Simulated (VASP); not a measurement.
CuI (Marshite), 2 atoms in the cell. The structure is tetragonal, space group I-4m2 (No. 119). Conventional cell: a = 4.124 Å, b = 4.124 Å, c = 5.905 Å, α = 90.00°, β = 90.00°, γ = 90.00°. Within 3.3 Å of Cu (site symmetry -4m2) lie 4 I at 2.54 Å. I (site symmetry -4m2) has 4 Cu at 2.54 Å within 3.3 Å.  This cell differs from its parent crystal: in-plane strain -0.005, then relaxed in part.

| Item | Value |
| --- | --- |
| Program | VASP 6.6.1 |
| Task | single point |
| Functional | LDA |
| Potentials or basis | VASP PAW LDA potentials, release 64 (Cu, I) |
| Cutoff | 520 eV |
| k mesh | 6 × 6 × 6 |
| Occupations | gaussian, width 0.01 eV |
| Spin | no spin polarisation |
| Dipole correction | no |
| Further INCAR settings | ALGO = Normal; EDIFF = 1e-07; NBANDS = 16 |

Potentials or basis: VASP PAW LDA potentials, release 64 (Cu, I).

Run with:

```bash
$ cat potpaw_LDA.64/Cu/POTCAR potpaw_LDA.64/I/POTCAR > POTCAR
$ mpirun -np 1 vasp_std > vasp.out
```

Hardware: 1 thread of Intel(R) Xeon(R) Platinum 8488C (Sapphire Rapids) (shared host).

How long does it take, and how much memory?

It took 13 s on 1 thread of Intel(R) Xeon(R) Platinum 8488C (Sapphire Rapids) (shared host), peak memory 0.16 GiB. Counts: scf iterations 15, k points 30.
